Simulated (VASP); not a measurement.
# Be16C (a cell with a defect) in VASP: notebook

Runs on Be16C (a cell with a defect). Level: PBE+D3(BJ). Tasks: single point.

Everything below comes from runs of VASP 6.6.1. Logs are shortened: lines on timing, memory, paths and dates and some standing lists are left out, and cuts for length are marked.

### 1 The cell of the first run

The cell holds a defect, 17 atoms: a = 4.580 Å, b = 3.966 Å, c = 7.177 Å, α = 90.00°, β = 90.00°, γ = 90.00°.

### 2 Single point, PBE+D3(BJ)

Contents of INCAR:

```
SYSTEM = Be16C
PREC     = Accurate       ! precision mode
ENCUT    = 520            ! plane-wave cutoff, eV
EDIFF    = 1E-7           ! SCF threshold, eV
ISMEAR   = 0              ! smearing method
SIGMA    = 0.15           ! smearing width, eV
LREAL    = Auto         
LASPH    = .TRUE.         ! aspherical terms in the spheres
NELM     = 100            ! most SCF steps
ALGO     = Normal         ! electronic algorithm
ISIF     = 2              ! what is computed and relaxed
LWAVE    = .FALSE.        ! write WAVECAR
LCHARG   = .TRUE.         ! write CHGCAR
GGA      = PE             ! functional
IVDW     = 12             ! dispersion correction
LELF     = .TRUE.         ! ELF
LVHAR    = .TRUE.       
NBANDS   = 32             ! bands
```

Contents of KPOINTS:

```
regular mesh
0
G
  5 5 3
  0 0 0
```

Contents of POSCAR:

```
Be16C
1.0
   -2.2900000000     -3.9663960000      0.0000000000
    3.4350000000     -1.9831980000      0.0000000000
    0.0000000000      0.0000000000      7.1768600000
Be C
16 1
Direct
    0.7195317529      0.4929422748     -0.0053055236
    0.5002438149      0.2932324123      0.2591935749
    0.7461663714      0.4945490511      0.5041171209
    0.5002441478      0.3259793591      0.7442994569
    0.5002422609      0.0196829047     -0.0035101702
    0.2633834286      0.8215059830      0.2509472109
    0.5002426701     -0.0092111457      0.5050042776
    0.2556694976      0.8369368703      0.7460315514
    0.2809523867      0.4929359434     -0.0053053842
    0.0002438678      0.3592574839      0.2619174681
    0.2543204605      0.4945498849      0.5041169815
    0.0002440948      0.3362890763      0.7406719652
    0.0002387167      0.0358633657     -0.0127217195
    0.7371035675      0.8215051439      0.2509486043
    0.0002433118      0.0014521642      0.5032459878
    0.7448153502      0.8369362888      0.7460307154
    0.0002433050      0.6744344013      0.1053633483
```

Potentials or basis: VASP PAW PBE potentials, release 64 (Be, C).

Command:

```
$ cat potpaw_PBE.64/Be/POTCAR potpaw_PBE.64/C/POTCAR > POTCAR
$ mpirun -np 1 vasp_std > vasp.out
```

OUTCAR:

```text
SYSTEM = Be16C
   PREC = Accurate
   ENCUT = 520
   EDIFF = 1E-7
   ISMEAR = 0
   LREAL = Auto
   LASPH = .TRUE.
   NELM = 100
   ISIF = 2
   GGA = PE
   IVDW = 12
 IVDW          = 12

 ion  position               nearest neighbor table
   1  0.720  0.493  0.995-  17 1.67   9 2.01   5 2.13   4 2.16  13 2.22  16 2.25  14 2.26   2 2.29
                            12 2.32   5 2.32  10 2.37
   2  0.500  0.293  0.259-   7 2.13   6 2.16  14 2.16   5 2.18   3 2.24  11 2.24   9 2.29   1 2.29
                            10 2.31  10 2.31  14 2.36   6 2.36
   3  0.746  0.495  0.504-  12 2.15  10 2.16   4 2.16  16 2.20  14 2.23   2 2.24  11 2.25   7 2.27
                            15 2.28   7 2.29  15 2.32  11 2.33
   4  0.500  0.326  0.744-   1 2.16   9 2.16   3 2.16  11 2.16   7 2.17   5 2.18  16 2.24   8 2.24
                            12 2.29  12 2.29  16 2.32   8 2.32
   5  0.500  0.020  0.996-   9 2.13   1 2.13   2 2.18   4 2.18   8 2.24  16 2.24   6 2.26  14 2.26
                            13 2.29  13 2.29   1 2.32   9 2.32
   6  0.263  0.822  0.251-  17 1.70   2 2.16  14 2.17  10 2.20   7 2.23  11 2.23   9 2.26   5 2.26
                            15 2.29   2 2.36
   7  0.500  0.991  0.505-   2 2.13  16 2.15   8 2.15   4 2.17  14 2.23   6 2.23  11 2.27   3 2.27
                            15 2.29  15 2.29  11 2.29   3 2.29
   8  0.256  0.837  0.746-   7 2.15  15 2.20  11 2.20  13 2.23   5 2.24   4 2.24  16 2.24   9 2.25
                            12 2.30  12 2.31   4 2.32  16 2.34
   9  0.281  0.493  0.995-  17 1.67   1 2.01   5 2.13   4 2.16  13 2.22   8 2.25   6 2.26   2 2.29
                            12 2.32   5 2.32  10 2.37
  10  0.000  0.359  0.262-  17 1.68  11 2.16   3 2.16  14 2.20   6 2.20  15 2.24   2 2.31   2 2.31
                            13 2.35   9 2.37   1 2.37
  11  0.254  0.495  0.504-  12 2.15  10 2.16   4 2.16   8 2.20   6 2.23   2 2.24   3 2.25   7 2.27
                            15 2.28   7 2.29  15 2.32   3 2.33
  12  0.000  0.336  0.741-  13 2.13  11 2.15   3 2.15  15 2.16   4 2.29   4 2.29   8 2.30  16 2.30
                             8 2.31  16 2.31   9 2.32   1 2.32
  13  0.000  0.036  0.987-  17 1.67  12 2.13   9 2.22   1 2.22  16 2.23   8 2.23   5 2.29   5 2.29
                            10 2.35
  14  0.737  0.822  0.251-  17 1.70   2 2.16   6 2.17  10 2.20   7 2.23   3 2.23   1 2.26   5 2.26
                            15 2.29   2 2.36
  15  0.000  0.001  0.503-  12 2.16   8 2.20  16 2.20  10 2.24   3 2.28  11 2.28  14 2.29   6 2.29
                             7 2.29   7 2.29  11 2.32   3 2.32
  16  0.745  0.837  0.746-   7 2.15  15 2.20   3 2.20  13 2.23   5 2.24   4 2.24   8 2.24   1 2.25
                            12 2.30  12 2.31   4 2.32   8 2.34
  17  0.000  0.674  0.105-  13 1.67   1 1.67   9 1.67  10 1.68   6 1.70  14 1.70

  LATTYP: Found a simple orthorhombic cell.
 ALAT       =     3.9663962620
 B/A-ratio  =     1.1547004875
 C/A-ratio  =     1.8094157835

  Lattice vectors:

 A1 = (  -3.4350000000,   1.9831980000,   0.0000000000)
 A2 = (  -2.2900000000,  -3.9663960000,   0.0000000000)
 A3 = (   0.0000000000,   0.0000000000,   7.1768600000)

Analysis of symmetry for initial positions (statically):
=====================================================================
 Subroutine PRICEL returns:
 Original cell was already a primitive cell.

 Routine SETGRP: Setting up the symmetry group for a
 simple orthorhombic supercell.

 Subroutine GETGRP returns: Found  2 space group operations
 (whereof  1 operations were pure point group operations)
 out of a pool of  8 trial point group operations.

The static configuration has the point symmetry C_1 .
 The point group associated with its full space group is C_1h.

Analysis of symmetry for dynamics (positions and initial velocities):
=====================================================================
 Subroutine PRICEL returns:
 Original cell was already a primitive cell.

 Routine SETGRP: Setting up the symmetry group for a
 simple orthorhombic supercell.

 Subroutine GETGRP returns: Found  2 space group operations
 (whereof  1 operations were pure point group operations)
 out of a pool of  8 trial point group operations.

The dynamic configuration has the point symmetry C_1 .
 The point group associated with its full space group is C_1h.

 Subroutine INISYM returns: Found  2 space group operations
 (whereof  1 operations are pure point group operations),
 and found     1 'primitive' translations

----------------------------------------------------------------------------------------

                                     Primitive cell

  volume of cell :     130.3755

  direct lattice vectors                    reciprocal lattice vectors
    -2.290000000 -3.966396000  0.000000000    -0.109170306 -0.189088533  0.000000000
     3.435000000 -1.983198000  0.000000000     0.218340611 -0.126059022  0.000000000
[... 81 lines left out ...]
   ENCUT  =  520.0 eV  38.22 Ry    6.18 a.u.   8.52  7.37 13.34*2*pi/ulx,y,z
   NELM   =    100;   NELMIN=  2; NELMDL= -5     # of ELM steps
   EDIFF  = 0.1E-06   stopping-criterion for ELM
   LREAL  =      T    real-space projection
   EDIFFG = 0.1E-05   stopping-criterion for IOM
   NSW    =      0    number of steps for IOM
   IBRION =     -1    ionic relax: 0-MD 1-quasi-New 2-CG
   NFREE  =      0    steps in history (QN), initial steepest desc. (CG)
   ISIF   =      2    stress and relaxation
   ISYM   =      2    0-nonsym 1-usesym 2-fastsym
   POTIM  = 0.5000    time-step for ionic-motion
   TEBEG  =    0.0;   TEEND  =   0.0 temperature during run
   PSTRESS=    0.0 pullay stress
   NELECT =      36.0000    total number of electrons
   NUPDOWN=      -1.0000    fix difference up-down
   EMIN   =  10.00;   EMAX   =-10.00  energy-range for DOS
   EFERMI =   0.00;   METHOD = LEGACY
   ISMEAR =     0;   SIGMA  =   0.15  broadening in eV -4-tet -1-fermi 0-gaus
   EFERMI_NEDOS =   21; number of points for ismear=-14 and -15
   IALGO  =     38    algorithm
   IMIX   =      4    mixing-type and parameters
     AMIX     =   0.40;   BMIX     =  1.00
     AMIX_MAG =   1.60;   BMIX_MAG =  1.00
  volume/ion in A,a.u.               =       7.67        51.75
  Fermi-wavevector in a.u.,A,eV,Ry     =   1.066049  2.014540 15.462471  1.136460
  Thomas-Fermi vector in A             =   2.201620
   LORBIT       =      0    0 simple, 1 ext, 2 COOP (PROOUT), +10 PAW based schemes
   GGA     = PE    functional components
   LHFCALC =     F    Hartree Fock is set to
   AEXX    =    0.0000 exact exchange contribution
   IVDW    =    12    specifies the selected vdW correction
   LEPSILON=     F    determine dielectric tensor
   LRPA    =     F    only Hartree local field effects (RPA)
 non-spin polarized calculation
 Gauss-broadening in eV      SIGMA  =   0.15
  energy-cutoff  :      520.00
  volume of cell :      130.38
 maximum number of plane-waves:      3529
 NGX is ok and might be reduce to    36
   NGX = 17   NGY = 15   NGZ = 27

 number of electron      36.0000000 magnetization

 Free energy of the ion-electron system (eV)
  ---------------------------------------------------
  ext. energy  EPLUGINS =         0.00000000
  ---------------------------------------------------
  free energy    TOTEN  =       -65.82302066 eV

  energy without entropy =      -65.79503850  energy(sigma->0) =      -65.80902958

 E-fermi :   7.3539     XC(G=0): -10.7439

 val. band max:        7.3159849732   @ k =   0.0000   0.0000   0.3333
 cond. band min:       7.3787325217   @ k =   0.0000   0.2000   0.0000
 fundamental gap:      0.0627475485
 Fermi energy:         7.3538536516

 k-point     1 :       0.0000    0.0000    0.0000
  band No.  band energies     occupation
      1      -6.7134      2.00000
      2      -3.2305      2.00000
      3      -2.2065      2.00000
      4      -0.3836      2.00000
      5       0.1036      2.00000
      6       1.2495      2.00000
[... 22 lines left out ...]
     29      11.8618      0.00000
     30      12.6883      0.00000
[... 727 lines left out ...]
 k-point    24 :      -0.4000    0.4000   -0.3333
  band No.  band energies     occupation
      1      -6.1454      2.00000
      2      -1.8424      2.00000
      3      -1.4040      2.00000
      4      -1.2382      2.00000
      5      -0.5989      2.00000
      6      -0.1554      2.00000
[... 22 lines left out ...]
     29      13.3388      0.00000
     30      13.4845      0.00000
 [bands above 30 left out]

------------------------ aborting loop because EDIFF is reached ----------------------------------------

 Edisp (eV)   -5.92664

 E8    (eV) :    -2.0400

  FORCE on cell =-STRESS in cart. coord.  units (eV):
  Direction    XX          YY          ZZ          XY          YZ          ZX
  --------------------------------------------------------------------------------------
  -------------------------------------------------------------------------------------
  Total      -0.98148     0.40211     4.32262     1.19822     1.37651    -2.38419
  in kB     -12.06130     4.94150    53.12044    14.72486    16.91587   -29.29913
  external pressure =       15.33 kB  Pullay stress =        0.00 kB

 VOLUME and BASIS-vectors are now :
 -----------------------------------------------------------------------------
  energy-cutoff  :      520.00
  volume of cell :      130.38
      direct lattice vectors                 reciprocal lattice vectors
    -2.290000000 -3.966396000  0.000000000    -0.109170306 -0.189088533  0.000000000
     3.435000000 -1.983198000  0.000000000     0.218340611 -0.126059022  0.000000000
     0.000000000  0.000000000  7.176860000     0.000000000  0.000000000  0.139336702

 POSITION                                       TOTAL-FORCE (eV/Angst)
 -----------------------------------------------------------------------------------
      0.04553     -3.83155      7.13878         0.085804     -0.253860     -0.115652
     -0.13830     -2.56570      1.86020         0.015192     -0.008771     -0.032325
     -0.00994     -3.94038      3.61798        -0.015632      0.038014      0.018122
     -0.02582     -2.63065      5.34173         0.109374     -0.063147     -0.046499
     -1.07794     -2.02319      7.15167         0.096498     -0.055713     -0.120694
      2.21873     -2.67389      1.80101        -0.098704     -0.130477      0.133908
[... 9 lines left out ...]
      1.16925     -4.61404      5.35416         0.007895     -0.008179     -0.152014
      2.31613     -1.33850      0.75618        -0.005530      0.003193      0.607607
 -----------------------------------------------------------------------------------
    total drift:                                0.001090     -0.001085      0.005202

  FREE ENERGIE OF THE ION-ELECTRON SYSTEM (eV)
  ---------------------------------------------------
  free  energy   TOTEN  =       -71.7496598879 eV

  energy  without entropy=      -71.7216777335  energy(sigma->0) =      -71.73566881
```

Run time: 5.1 min. Hardware: 1 thread of Intel Xeon 8259CL, shared host; peak memory 0.27 GiB.

What came out:

```yaml
Free_energy: -71.7497 eV
Pressure: 1.5 GPa
Largest_force: 0.608 eV/Å
Band_gap_on_the_k_mesh: zero (bands 18 and 19 overlap by 0.96 eV)
Dispersion_energy_per_atom: -0.349 eV
```

Forces in eV/Å, atoms in the order of the input:
```
Be   0.086 -0.254 -0.116
Be   0.015 -0.009 -0.032
Be  -0.016  0.038  0.018
Be   0.109 -0.063 -0.046
Be   0.096 -0.056 -0.121
Be  -0.099 -0.130  0.134
Be   0.012 -0.007 -0.026
Be   0.011 -0.003 -0.152
Be   0.263  0.053 -0.116
Be  -0.124  0.071  0.112
Be  -0.041 -0.005  0.018
Be  -0.057  0.033 -0.043
Be  -0.325  0.188 -0.207
Be   0.064  0.151  0.134
Be   0.002 -0.001 -0.013
Be   0.008 -0.008 -0.152
C   -0.006  0.003  0.608
```

Levels at points of the mesh, in eV from the Fermi level:
| k point | band 16 | band 17 | band 18 | band 19 | band 20 | band 21 |
| --- | --- | --- | --- | --- | --- | --- |
| (0.00, 0.00, 0.00) | -1.21 | -1.14 | -0.05 | 0.64 | 0.71 | 1.51 |

### 3 Single point, PBE+D3(BJ)

Contents of INCAR:

```
SYSTEM = Be16C
ALGO     = Normal         ! electronic algorithm
EDIFF    = 1E-7           ! SCF threshold, eV
ENCUT    = 520            ! plane-wave cutoff, eV
GGA      = PE             ! functional
ISIF     = 2              ! what is computed and relaxed
ISMEAR   = 0              ! smearing method
IVDW     = 12             ! dispersion correction
LASPH    = .True.         ! aspherical terms in the spheres
LCHARG   = .False.        ! write CHGCAR
LREAL    = Auto         
LWAVE    = .False.        ! write WAVECAR
NBANDS   = 32             ! bands
NELM     = 60             ! most SCF steps
PREC     = Accurate       ! precision mode
SIGMA    = 0.15           ! smearing width, eV
```

Contents of KPOINTS:

```
k-points
0
Gamma
  5 5 3
  0 0 0
```

Contents of POSCAR:

```
Be16C
1.0
   -2.2900000000     -3.9663960000      0.0000000000
    3.4350000000     -1.9831980000      0.0000000000
    0.0000000000      0.0000000000      7.1768600000
Be C
16 1
Direct
    0.7071632139      0.4779722736     -0.0024634729
    0.5000705754      0.2926904273      0.2584091093
    0.7472738844      0.4967566799      0.5023430860
    0.5000727588      0.3169862060      0.7447283352
    0.5000702464      0.0116596402     -0.0007653765
    0.2537658945      0.8243100141      0.2438839548
    0.5000691254     -0.0111699280      0.5036297211
    0.2549141643      0.8355849887      0.7509936100
    0.2929746213      0.4779606646     -0.0024650056
    0.0000699003      0.3675778957      0.2550352104
    0.2528669284      0.4967575738      0.5023430860
    0.0000718613      0.3413224345      0.7412183044
    0.0000632966      0.0650681075     -0.0072494099
    0.7463731951      0.8243081854      0.2438864629
    0.0000705600      0.0017739687      0.5019716143
    0.7452240360      0.8355834185      0.7509915200
    0.0000721845      0.6733078027      0.0772903470
```

Potentials or basis: VASP PAW PBE potentials, release 64 (Be, C).

Command:

```
$ cat potpaw_PBE.64/Be/POTCAR potpaw_PBE.64/C/POTCAR > POTCAR
$ mpirun -np 1 vasp_std > vasp.out
```

Wall time 7.3 min (1 thread of Intel Xeon 8259CL, shared host); peak memory 0.29 GiB.

It converged, with:

* Free energy: -71.3100 eV
* Pressure: 1.1 GPa
* Largest force: 1.868 eV/Å
* Band gap on the k mesh: zero (bands 18 and 19 overlap by 0.62 eV)
* Dispersion energy per atom: -0.349 eV

Forces on the atoms (eV/Å):
```
Be   0.115 -0.332 -0.207
Be  -0.087  0.050 -0.042
Be  -0.016  0.036 -0.026
Be   0.209 -0.121 -0.075
Be   0.093 -0.054 -0.150
Be  -0.163 -0.057  0.037
Be  -0.001  0.001 -0.019
Be  -0.005 -0.057 -0.314
Be   0.345  0.066 -0.207
Be   0.085 -0.049  0.008
Be  -0.040 -0.004 -0.026
Be  -0.151  0.087 -0.196
Be  -0.396  0.229 -0.316
Be  -0.033  0.170  0.036
Be   0.010 -0.006 -0.058
Be   0.047  0.033 -0.314
C   -0.010  0.008  1.868
```

Stress tensor (GPa, compression positive):
```
 0.41  1.85 -2.53
 1.85  2.55  1.46
-2.53  1.46  0.45
```

Levels at points of the mesh, in eV from the Fermi level:
| k point | band 16 | band 17 | band 18 | band 19 | band 20 | band 21 |
| --- | --- | --- | --- | --- | --- | --- |
| (0.00, 0.00, 0.00) | -1.29 | -1.12 | -0.12 | 0.69 | 0.74 | 1.42 |

### 4 Single point, PBE+D3(BJ)

Contents of INCAR:

```
PREC     = Accurate       # precision mode
ENCUT    = 520            # plane-wave cutoff, eV
EDIFF    = 1E-7           # SCF threshold, eV
ISMEAR   = 0              # smearing method
SIGMA    = 0.15           # smearing width, eV
LREAL    = Auto         
LASPH    = True           # aspherical terms in the spheres
NELM     = 60             # most SCF steps
ALGO     = Normal         # electronic algorithm
ISIF     = 2              # what is computed and relaxed
LWAVE    = False          # write WAVECAR
LCHARG   = False          # write CHGCAR
GGA      = PE             # functional
IVDW     = 12             # dispersion correction
NBANDS   = 32             # bands
```

Contents of KPOINTS:

```
Automatic mesh
0
Gamma
  5 5 3
```

Contents of POSCAR:

```
Be16C
1.0
   -2.2900000000     -3.9663960000      0.0000000000
    3.4350000000     -1.9831980000      0.0000000000
    0.0000000000      0.0000000000      7.1768600000
Be C
16 1
Direct
    0.7003574888      0.4689253710     -0.0003994783
    0.4998969290      0.2966293937      0.2572350582
    0.7475621106      0.4977983212      0.5011475771
    0.4999008962      0.3089656630      0.7445396733
    0.4998980200      0.0075189129      0.0001259604
    0.2500156611      0.8283519255      0.2413469122
    0.4998960277     -0.0114888200      0.5020745841
    0.2529720732      0.8345755597      0.7551625641
    0.2994347985      0.4689108264     -0.0004025437
   -0.0001037682      0.3638111705      0.2528630905
    0.2522327119      0.4977991005      0.5011471591
   -0.0001004267      0.3473391624      0.7435071884
   -0.0001112174      0.0805744722     -0.0033372533
    0.7497743108      0.8283505594      0.2413515103
   -0.0001024829      0.0014408484      0.5011833866
    0.7468196824      0.8345729469      0.7551599167
   -0.0000987380      0.6739839563      0.0398110037
```

Command:

```
$ cat potpaw_PBE.64/Be/POTCAR potpaw_PBE.64/C/POTCAR > POTCAR
$ mpirun -np 1 vasp_std > vasp.out
```

Run time: 8 min. Hardware: 1 thread of Intel Xeon 8259CL, shared host; peak memory 0.29 GiB.

It converged, with:

```yaml
Free_energy: -70.6066 eV
Pressure: 0.7 GPa
Largest_force: 2.024 eV/Å
Band_gap_on_the_k_mesh: zero (bands 18 and 19 overlap by 0.41 eV)
Dispersion_energy_per_atom: -0.349 eV
```

Forces in eV/Å, atoms in the order of the input:
```
Be   0.031 -0.110 -0.123
Be  -0.124  0.072 -0.061
Be   0.001  0.015 -0.035
Be   0.190 -0.110 -0.048
Be   0.026 -0.015 -0.099
Be  -0.090  0.082 -0.165
Be  -0.021  0.012  0.007
Be   0.018 -0.087 -0.231
Be   0.111  0.028 -0.123
Be   0.230 -0.133 -0.215
Be  -0.012 -0.008 -0.035
Be  -0.186  0.108 -0.173
Be  -0.133  0.077 -0.286
Be  -0.117  0.037 -0.166
Be   0.006 -0.003 -0.042
Be   0.084  0.028 -0.231
C   -0.014  0.007  2.024
```

Stress tensor (GPa, compression positive):
```
 3.02  2.48 -1.60
 2.48  5.88  0.93
-1.60  0.93 -6.82
```

Levels at points of the mesh, in eV from the Fermi level:
```
           k point  band 14  band 15  band 16  band 17  band 18  band 19  band 20  band 21  band 22  band 23
(0.00, 0.00, 0.00)    -3.53    -1.93    -1.29    -0.76    -0.15     0.74     0.75     1.35     1.52     2.19
```

### 5 Overview

```tsv
cell	gap on the mesh (eV)	pressure (GPa)	largest force (eV/Å)
as given, atomic positions A	none	1.5	0.61
as given, atomic positions B	none	1.1	1.87
as given, atomic positions C	none	0.7	2.02
```

Alike in all rows: task single point; level PBE+D3(BJ); potentials or basis VASP PAW PBE potentials, release 64 (Be, C); no spin polarisation; k mesh 5 × 5 × 3; cutoff (eV) 520; smearing gaussian 0.15 eV.

Absolute energies hang on the potentials; compare differences alone.

The gap in the log of VASP goes by the Fermi energy; the results here count the filled bands.